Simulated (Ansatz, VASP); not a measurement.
# AlSn4 in VASP and in Ansatz

INCAR

```
SYSTEM = AlSn4
  ALGO = Normal
  EDIFF = 1E-6
  ENCUT = 520
  GGA = PE
  ISIF = 2
  ISMEAR = 0
  LASPH = .TRUE.
  LCHARG = .TRUE.
  LELF = .TRUE.
  LREAL = .FALSE.
  LVHAR = .TRUE.
  LWAVE = .FALSE.
  NBANDS = 38
  NELM = 60
  PREC = Accurate
  SIGMA = 0.1
```

Contents of KPOINTS:

```
k-points
0
G
  4 4 4
  0 0 0
```

Contents of POSCAR:

```
AlSn4
1.0
    5.3942689700      0.0000000000      0.0000000000
    0.0000000000      5.3942689700      0.0000000000
    0.0000000000      0.0000000000      5.3942689700
Al Sn
1 4
Direct
    0.0000000000      0.0000000000      0.0000000000
    0.2437810800      0.7562189200      0.7562189200
    0.7562189200      0.2437810800      0.7562189200
    0.7562189200      0.7562189200      0.2437810800
    0.2437810800      0.2437810800      0.2437810800
```

Input for Ansatz:

```yaml
crystal:
  lattice:
    - [5.39426897, 0.0, 0.0]
    - [0.0, 5.39426897, 0.0]
    - [0.0, 0.0, 5.39426897]
  atoms:
    - { symbol: Al, position: [0.0, 0.0, 0.0] }
    - { symbol: Sn, position: [0.24378108, 0.75621892, 0.75621892] }
    - { symbol: Sn, position: [0.75621892, 0.24378108, 0.75621892] }
    - { symbol: Sn, position: [0.75621892, 0.75621892, 0.24378108] }
    - { symbol: Sn, position: [0.24378108, 0.24378108, 0.24378108] }
basis:
  ecutwfc: 420
kpoints:
  mp_grid: { grid: [4, 4, 4] }
hamiltonian:
  xc: pbe
scf:
  occupations: { method: gaussian, width: 0.1 }
  lower_state_search: "off"
output:
  forces: true
  stress: true
  eigenvalues: true
```

Change from the starting cell: species swapped into the SnI4 type (P-43m, No. 215).

Alike in both runs: task single point; functional PBE; k mesh 4 × 4 × 4; occupations gaussian, width 0.1 eV; no spin polarisation.

|  | VASP | Ansatz |
| --- | --- | --- |
| version | VASP 6.6.1 | Ansatz 0.2.0 |
| potentials or method | VASP PAW PBE potentials, release 64 (Al, Sn_d), cutoff 520 eV | scalar-relativistic, plane waves, PAW |
| valence electrons in the cell | 59 | 59 |

```csv
,VASP,Ansatz,Ansatz less VASP
gap on the k mesh at the Fermi level (eV),none,none,-
pressure (GPa),9.8,9.9,+0.07
rms of the force components (eV/Å),2.410,2.412,+0.0022
```

Atom by atom the forces differ by 0.002 eV/Å (rms over components). A gap of «none» marks a metal or a gap that the smearing closes. With one functional, cell and mesh, what is left measures potentials, basis and numerics.
